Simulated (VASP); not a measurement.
# MnO (Fm-3m) in VASP: further runs, part 2 of 3

VASP 6.6.1. The steps go on from the part before.

## Step 3: Relaxation of cell and atoms, RPBE, collinear spin, ferromagnetic start

This run uses another cell than the first one, of 11.00 Å³/atom.

INCAR reads:

```
SYSTEM = MnO
PREC     = Accurate       ! precision mode
ENCUT    = 600            ! plane-wave cutoff, eV
EDIFF    = 1E-7           ! SCF threshold, eV
ISMEAR   = -1             ! smearing method
SIGMA    = 0.05           ! smearing width, eV
LREAL    = .FALSE.        ! projectors in reciprocal space
LASPH    = .TRUE.         ! aspherical terms in the spheres
NELM     = 150            ! most SCF steps
ALGO     = Normal         ! electronic algorithm
ISIF     = 3              ! what is computed and relaxed
LWAVE    = .FALSE.        ! write WAVECAR
LCHARG   = .FALSE.        ! write CHGCAR
ISPIN    = 2              ! spin polarisation
MAGMOM   = 4 0            ! initial moments
LORBIT   = 11             ! projections on sites
LMAXMIX  = 4              ! l up to which the mixer works
GGA      = RP             ! functional
IBRION   = 2              ! ionic algorithm
NSW      = 80             ! ionic steps
EDIFFG   = -0.005         ! ionic threshold
```

KPOINTS reads:

```
regular mesh
0
G
  10 10 10
  0 0 0
```

POSCAR reads:

```
MnO
1.0
    0.0000000000      2.2239077028      2.2239077028
    2.2239077028      0.0000000000      2.2239077028
    2.2239077028      2.2239077028      0.0000000000
Mn O
1 1
Direct
    0.0000000000      0.0000000000      0.0000000000
    0.5000000000      0.5000000000      0.5000000000
```

Potentials or basis: VASP PAW PBE potentials, release 64 (Mn_pv, O).

Run with:

```console
> cat potpaw_PBE.64/Mn_pv/POTCAR potpaw_PBE.64/O/POTCAR > POTCAR
> mpirun -np 1 vasp_std > vasp.out
```

OUTCAR:

```text
SYSTEM = MnO
   PREC = Accurate
   ENCUT = 600
   EDIFF = 1E-7
   ISMEAR = -1
   LREAL = .FALSE.
   LASPH = .TRUE.
   NELM = 150
   ISIF = 3
   ISPIN = 2
   LORBIT = 11
   GGA = RP
   IBRION = 2
   NSW = 80
   EDIFFG = -0.005

 ion  position               nearest neighbor table
   1  0.000  0.000  0.000-   2 2.22   2 2.22   2 2.22   2 2.22   2 2.22   2 2.22
   2  0.500  0.500  0.500-   1 2.22   1 2.22   1 2.22   1 2.22   1 2.22   1 2.22

  LATTYP: Found a face centered cubic cell.
 ALAT       =     4.4478154056

  Lattice vectors:

 A1 = (   0.0000000000,   2.2239077028,   2.2239077028)
 A2 = (   2.2239077028,   0.0000000000,   2.2239077028)
 A3 = (   2.2239077028,   2.2239077028,   0.0000000000)

Analysis of symmetry for initial positions (statically):
=====================================================================
 Subroutine PRICEL returns:
 Original cell was already a primitive cell.

 Routine SETGRP: Setting up the symmetry group for a
 face centered cubic supercell.

 Subroutine GETGRP returns: Found 48 space group operations
 (whereof 48 operations were pure point group operations)
 out of a pool of 48 trial point group operations.

The static configuration has the point symmetry O_h .

Analysis of symmetry for dynamics (positions and initial velocities):
=====================================================================
 Subroutine PRICEL returns:
 Original cell was already a primitive cell.

 Routine SETGRP: Setting up the symmetry group for a
 face centered cubic supercell.

 Subroutine GETGRP returns: Found 48 space group operations
 (whereof 48 operations were pure point group operations)
 out of a pool of 48 trial point group operations.

The dynamic configuration has the point symmetry O_h .

Analysis of structural, dynamic, and magnetic symmetry:
=====================================================================
 Subroutine PRICEL returns:
 Original cell was already a primitive cell.

 Routine SETGRP: Setting up the symmetry group for a
 face centered cubic supercell.

 Subroutine GETGRP returns: Found 48 space group operations
 (whereof 48 operations were pure point group operations)
 out of a pool of 48 trial point group operations.

The overall configuration has the point symmetry O_h .

 Subroutine INISYM returns: Found 48 space group operations
 (whereof 48 operations are pure point group operations),
 and found     1 'primitive' translations

----------------------------------------------------------------------------------------

                                     Primitive cell

  volume of cell :      21.9979

  direct lattice vectors                    reciprocal lattice vectors
     0.000000000  2.223907703  2.223907703    -0.224829474  0.224829474  0.224829474
     2.223907703  0.000000000  2.223907703     0.224829474 -0.224829474  0.224829474
     2.223907703  2.223907703  0.000000000     0.224829474  0.224829474 -0.224829474

  length of vectors
     3.145080435  3.145080435  3.145080435     0.389416073  0.389416073  0.389416073

  position of ions in fractional coordinates (direct lattice)
     0.000000000  0.000000000  0.000000000
     0.500000000  0.500000000  0.500000000

  ion indices of the primitive-cell ions
   primitive index   ion index
                 1           1
                 2           2

[... 76 lines left out ...]
   NFREE  =      1    steps in history (QN), initial steepest desc. (CG)
   ISIF   =      3    stress and relaxation
   ISYM   =      2    0-nonsym 1-usesym 2-fastsym
   POTIM  = 0.5000    time-step for ionic-motion
   TEBEG  =    0.0;   TEEND  =   0.0 temperature during run
   PSTRESS=    0.0 pullay stress
   NELECT =      19.0000    total number of electrons
   NUPDOWN=      -1.0000    fix difference up-down
   EMIN   =  10.00;   EMAX   =-10.00  energy-range for DOS
   EFERMI =   0.00;   METHOD = LEGACY
   ISMEAR =    -1;   SIGMA  =   0.05  broadening in eV -4-tet -1-fermi 0-gaus
   EFERMI_NEDOS =   21; number of points for ismear=-14 and -15
   IALGO  =     38    algorithm
   IMIX   =      4    mixing-type and parameters
     AMIX     =   0.40;   BMIX     =  1.00
     AMIX_MAG =   1.60;   BMIX_MAG =  1.00
  volume/ion in A,a.u.               =      11.00        74.22
  Fermi-wavevector in a.u.,A,eV,Ry     =   1.559071  2.946217 33.071721  2.430703
  Thomas-Fermi vector in A             =   2.662483
   LORBIT       =     11    0 simple, 1 ext, 2 COOP (PROOUT), +10 PAW based schemes
   GGA     = RP    functional components
   LHFCALC =     F    Hartree Fock is set to
   AEXX    =    0.0000 exact exchange contribution
   IVDW    =     0    specifies the selected vdW correction
   LEPSILON=     F    determine dielectric tensor
   LRPA    =     F    only Hartree local field effects (RPA)
 conjugate gradient relaxation of ions
 spin polarized calculation
  energy-cutoff  :      600.00
  volume of cell :       22.00
 maximum number of plane-waves:       754
 NGX is ok and might be reduce to    28
   NGX = 13   NGY = 13   NGZ = 13

--------------------------------------- Ionic step        1  -------------------------------------------

 number of electron      18.9999997 magnetization       4.8195490

 Free energy of the ion-electron system (eV)
  ---------------------------------------------------
  ext. energy  EPLUGINS =         0.00000000
  ---------------------------------------------------
  free energy    TOTEN  =       -15.70957518 eV

  energy without entropy =      -15.70311014  energy(sigma->0) =      -15.70634266

------------------------ aborting loop because EDIFF is reached ----------------------------------------

  FORCE on cell =-STRESS in cart. coord.  units (eV):
  Direction    XX          YY          ZZ          XY          YZ          ZX
  --------------------------------------------------------------------------------------
  -------------------------------------------------------------------------------------
  Total        0.7653762      0.7653762      0.7653762      0.0000000      0.0000000     -0.0000000
  in kB       55.7449163     55.7449163     55.7449163      0.0000000      0.0000000     -0.0000000
  external PRESSURE =      55.7449163 kB  Pullay stress =       0.0000000 kB
[... 59 lines left out ...]
--------------------------------------- Ionic step        3  -------------------------------------------

 number of electron      18.9999997 magnetization       4.9226512

 Free energy of the ion-electron system (eV)
  ---------------------------------------------------
  ext. energy  EPLUGINS =         0.00000000
  ---------------------------------------------------
  free energy    TOTEN  =       -15.72878469 eV

  energy without entropy =      -15.72399684  energy(sigma->0) =      -15.72639077

 E-fermi :   7.0523     XC(G=0): -11.3516

 val. band max:        6.9381091334   @ k =   0.4000   0.0000   0.0000
 cond. band min:       7.0598959701   @ k =  -0.3000   0.2000   0.0000
 fundamental gap:      0.1217868367
 Fermi energy:         7.0523452255

 spin component 1

 k-point     1 :       0.0000    0.0000    0.0000
  band No.  band energies     occupation
      1     -43.4411      1.00000
      2     -43.4411      1.00000
      3     -43.4411      1.00000
      4     -12.8103      1.00000
      5       3.6103      1.00000
      6       3.6103      1.00000
      7       3.6103      1.00000
      8       3.8467      1.00000
      9       3.8467      1.00000
     10       3.8467      1.00000
     11       4.3337      1.00000
     12       4.3337      1.00000
     13       6.3693      1.00000
     14      20.9068      0.00000
[... 403 lines left out ...]
      4     -12.0713      1.00000
      5       0.3199      1.00000
      6       2.1107      1.00000
      7       2.3780      1.00000
      8       3.4597      1.00000
      9       4.7361      1.00000
     10       4.9716      1.00000
     11       5.1610      1.00000
     12       5.4733      1.00000
     13      11.6035      0.00000
     14      15.5843      0.00000
     15      17.0269      0.00000

 [... further k-points ...]

 spin component 2

 k-point     1 :       0.0000    0.0000    0.0000
  band No.  band energies     occupation
      1     -38.6010      1.00000
      2     -38.6009      1.00000
      3     -38.6009      1.00000
      4     -12.3714      1.00000
      5       3.9886      1.00000
      6       3.9886      1.00000
      7       3.9886      1.00000
      8       7.8541      0.00000
      9       8.0929      0.00000
     10       8.0929      0.00000
     11       8.0929      0.00000
     12       8.6363      0.00000
     13       8.6363      0.00000
     14      21.6963      0.00000
[... 444 lines left out ...]
  FREE ENERGIE OF THE ION-ELECTRON SYSTEM (eV)
  ---------------------------------------------------
  free  energy   TOTEN  =       -15.7287846928 eV

  energy  without entropy=      -15.7239968411  energy(sigma->0) =      -15.72639077

 reached required accuracy - stopping structural energy minimisation

 total charge

# of ion       s       p       d       tot
------------------------------------------
    1        0.192   6.159   4.942  11.292
    2        1.562   3.412   0.000   4.974
--------------------------------------------------
tot          1.754   9.570   4.942  16.266

 magnetization (x)

# of ion       s       p       d       tot
------------------------------------------
    1        0.035   0.027   4.395   4.456
    2        0.028   0.175   0.000   0.203
--------------------------------------------------
tot          0.063   0.201   4.395   4.659
```

Run time: 3.8 min. Hardware: 1 thread of Intel Xeon 8259CL, shared host; peak memory 0.19 GiB.

Results:

- Free energy: -15.7288 eV
- Relaxed volume: 11.56 Å³/atom
- Relaxed cell: a = 3.198 Å, b = 3.198 Å, c = 3.198 Å, α = 60.00°, β = 60.00°, γ = 60.00°
- Space group after relaxing (to 0.1 Å): Fm-3m (No. 225)
- Energy gained by relaxing: 9.6 meV/atom
- Ionic steps: 3
- Pressure after relaxing: 0.0 GPa
- Net moment: 4.92 μB per cell
- Site moments: Mn +4.46; O +0.20 μB
- Valence electrons inside the program's atomic spheres: Mn 11.29; O 4.97

Step by step:
```
step  energy change (eV)  largest force (eV/Å)  pressure (GPa)  volume (Å³)
   1              0.0000                0.0000            5.57        22.00
   2             -0.0191                0.0000           -0.49        23.24
   3             -0.0192                0.0000            0.03        23.13
```

Final structure:
```yaml
crystal:
  lattice:
    - [0.00000, 2.26141, 2.26141]
    - [2.26141, 0.00000, 2.26141]
    - [2.26141, 2.26141, 0.00000]
  atoms:
    - { symbol: Mn, position: [0.00000, 0.00000, 0.00000] }
    - { symbol: O, position: [0.50000, 0.50000, 0.50000] }
```

Caveat: the PAW data sets were made with another functional, which shifts forces and pressure a little; a cell with one magnetic atom can't hold antiferromagnetic order, which such compounds often take; semilocal functionals often make such compounds metallic where correlation or magnetic order opens a gap, which also shifts bond lengths. With open d or f shells a metallic result of RPBE can be an artefact of self-interaction; +U or a hybrid may open a gap.

## Step 4: Relaxation of cell and atoms, BLYP+D4, collinear spin, ferromagnetic start

This run uses another cell than the first one, of 11.00 Å³/atom.

INCAR reads:

```
AGGAC = 1.0
AGGAX = 1.0
ALDAC = 0.0
ALDAX = 1.0
ALGO = Normal
EDIFF = 1E-6
EDIFFG = -0.02
ENCUT = 600
GGA = B5
IBRION = 2
ISIF = 3
ISMEAR = -1
ISPIN = 2
IVDW = 13
LASPH = T
LCHARG = F
LMAXMIX = 4
LORBIT = 11
LREAL = F
LWAVE = F
MAGMOM = 4 0
NELM = 150
NSW = 80
PREC = Accurate
SIGMA = 0.05
VDW_A1 = 0.44488865
VDW_A2 = 4.0933009
VDW_S6 = 1.0
VDW_S8 = 2.34076671
```

KPOINTS reads:

```
k-points
0
Gamma
  10 10 10
```

POSCAR is that of step 3.

Run with:

```console
> cat potpaw_PBE.64/Mn_pv/POTCAR potpaw_PBE.64/O/POTCAR > POTCAR
> mpirun -np 1 vasp_std > vasp.out
```

Wall time 3.8 min (1 thread of Intel Xeon 8259CL, shared host); peak memory 0.2 GiB.

The run converged. Its results:

```yaml
Free_energy: -16.5202 eV
Relaxed_volume: 10.60 Å³/atom
Relaxed_cell: a = 3.107 Å, b = 3.107 Å, c = 3.107 Å, α = 60.00°, β = 60.00°, γ = 60.00°
Space_group_after_relaxing_to_0.1_Å: Fm-3m (No. 225)
Energy_gained_by_relaxing: 3.9 meV/atom
Ionic_steps: 3
Pressure_after_relaxing: 0.1 GPa
Net_moment: 4.57 μB per cell
Site_moments: Mn +4.17; O +0.21 μB
Valence_electrons_inside_the_program's_atomic_spheres: Mn 11.43; O 5.00
Dispersion_energy_per_atom: -0.628 eV
```

Step by step:
```
step  energy change (eV)  largest force (eV/Å)  pressure (GPa)  volume (Å³)
   1              0.0000                0.0000           -3.14        22.00
   2             -0.0078                0.0000           -0.50        21.32
   3             -0.0079                0.0000            0.14        21.20
```

Final structure:
```yaml
crystal:
  lattice:
    - [0.00000, 2.19667, 2.19667]
    - [2.19667, 0.00000, 2.19667]
    - [2.19667, 2.19667, 0.00000]
  atoms:
    - { symbol: Mn, position: [0.00000, 0.00000, 0.00000] }
    - { symbol: O, position: [0.50000, 0.50000, 0.50000] }
```

Levels at points of the mesh, in eV from the Fermi level:
Spin up:
```tsv
k point	band 9	band 10	band 11	band 12	band 13	band 14	band 15
(0.00, 0.00, 0.00)	-3.13	-3.13	-2.59	-2.59	0.07	14.94	17.05
(0.50, 0.00, 0.00)	-2.21	-1.79	0.31	0.31	4.11	8.23	12.47
(0.50, 0.50, 0.00)	-2.14	-1.92	-1.92	-1.74	5.54	8.37	11.19
```
Spin down:
```
           k point  band 5  band 6  band 7  band 8  band 9  band 10
(0.00, 0.00, 0.00)   -3.60   -3.60   -3.60    0.38    0.38     0.38
(0.50, 0.00, 0.00)   -7.70   -5.19   -5.19    1.66    1.66     1.66
(0.50, 0.50, 0.00)   -6.66   -4.59   -4.59   -1.17    1.67     1.96
```

Caveat: the PAW data sets were made with another functional, which shifts forces and pressure a little; a cell with one magnetic atom can't hold antiferromagnetic order, which such compounds often take; semilocal functionals often make such compounds metallic where correlation or magnetic order opens a gap, which also shifts bond lengths. With open d or f shells a metallic result of BLYP can be an artefact of self-interaction; +U or a hybrid may open a gap.

(Continued in part 3 of 3.)
